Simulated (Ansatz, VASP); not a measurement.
# GdN: VASP beside Ansatz

```
Gd N
1.0
     2.99863    0.00000    0.00000
     0.00000    2.99863    0.00000
     0.00000    0.00000    2.99863
Gd N
1 1
Cartesian
  0.0000 0.0000 0.0000
  1.4993 1.4993 1.4993
```

Alike in both runs: task single point; functional r2SCAN; k mesh 12 × 12 × 12; occupations gaussian, width 0.05 eV; collinear spin.

|  | VASP | Ansatz |
| --- | --- | --- |
| version | VASP 6.6.1 | Ansatz 0.2.0 |
| potentials or method | VASP PAW PBE potentials, release 64 (Gd, N), cutoff 520 eV | scalar-relativistic, plane waves, PAW |
| valence electrons in the cell | 23 | 23 |

|  | VASP | Ansatz | Ansatz less VASP |
| --- | --- | --- | --- |
| gap on the k mesh at the Fermi level (eV) | none | none | - |
| pressure (GPa) | 3.5 | 3.4 | -0.03 |
| net moment per atom (μB) | 3.50 | 3.50 | 0.000 |
| size of the moment on the site where the two differ most (μB) | 6.79 | 6.95 | +0.159 |

VASP's potentials were made for PBE, not for r2SCAN. Site moments also hang on the region over which each program counts them. A gap of «none» marks a metal or a gap that the smearing closes. With one functional, cell and mesh, what is left measures potentials, basis and numerics. Ansatz's warnings: stability check not made.

Spin-orbit coupling is off throughout.
